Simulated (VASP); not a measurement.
Crystal: HgTe (Coloradoite).

```
Hg Te
1.0
     0.00000    3.17106    3.17106
     3.17106    0.00000    3.17106
     3.17106    3.17106    0.00000
Hg Te
1 1
Direct
  0.00000 0.00000 0.00000
  0.75000 0.75000 0.75000
```

Base run:

```yaml
Program: VASP 6.6.1
Functional: r2SCAN
Potentials_or_basis: VASP PAW PBE potentials, release 64 (Hg, Te)
Cutoff: 520 eV
k_mesh: 7 × 7 × 7
Occupations: fermi-dirac, width 0.05 eV
Spin: no spin polarisation
```

Its results: band gap on the k mesh zero (filled and empty bands touch); pressure 5.8 GPa.

**Question.** The run is repeated on the same cell with these changes: dispersion from none to D4. What comes out?

**Answer.** Band gap on the k mesh zero (filled and empty bands touch); pressure 5.1 GPa.

Dispersion adds attraction, which lowers the pressure at fixed volume and, as a term added to the energy, leaves the levels alone.

Caveats: the PAW data sets were made with another functional, which shifts forces and pressure a little; spin-orbit coupling is left out, which moves the levels of the heavy elements; pairwise dispersion overbinds metals, which lowers pressure and volume (some runs).
